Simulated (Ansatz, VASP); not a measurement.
**One calculation of V2SiN2, two programs**

```
CELL_PARAMETERS angstrom
1.95182 -5.55477 0.00000
1.95182 5.55477 0.00000
0.00000 0.00000 2.81544
ATOMIC_POSITIONS crystal
V 0.67057 0.32943 0.00000
V 0.32943 0.67057 0.00000
Si 0.00000 0.00000 0.00000
N 0.83628 0.16372 0.00000
N 0.16372 0.83628 0.00000
```

Alike in both runs: functional PBE; k mesh 4 × 4 × 8; occupations gaussian, width 0.1 eV; collinear spin.

Ansatz relaxed the structure, and its values are those at the end. VASP's run is a single point on that final structure, the one shown.

|  | VASP | Ansatz |
| --- | --- | --- |
| version | VASP 6.6.1 | Ansatz 0.2.0 |
| potentials or method | VASP PAW PBE potentials, release 64 (V_sv, Si, N), cutoff 520 eV | scalar-relativistic, plane waves, PAW |
| valence electrons in the cell | 40 | 40 |

```tsv
	VASP	Ansatz	Ansatz less VASP
gap on the k mesh at the Fermi level (eV)	none	none	-
pressure (GPa)	0.5	0.1	-0.39
rms of the force components (eV/Å)	0.035	0.001	-0.0332
net moment per atom (μB)	0.00	0.00	0.000
```

A gap of «none» marks a metal or a gap that the smearing closes. Ansatz's warnings: seeded moment not kept.

The k mesh is coarse, so the values compare programs but aren't converged.
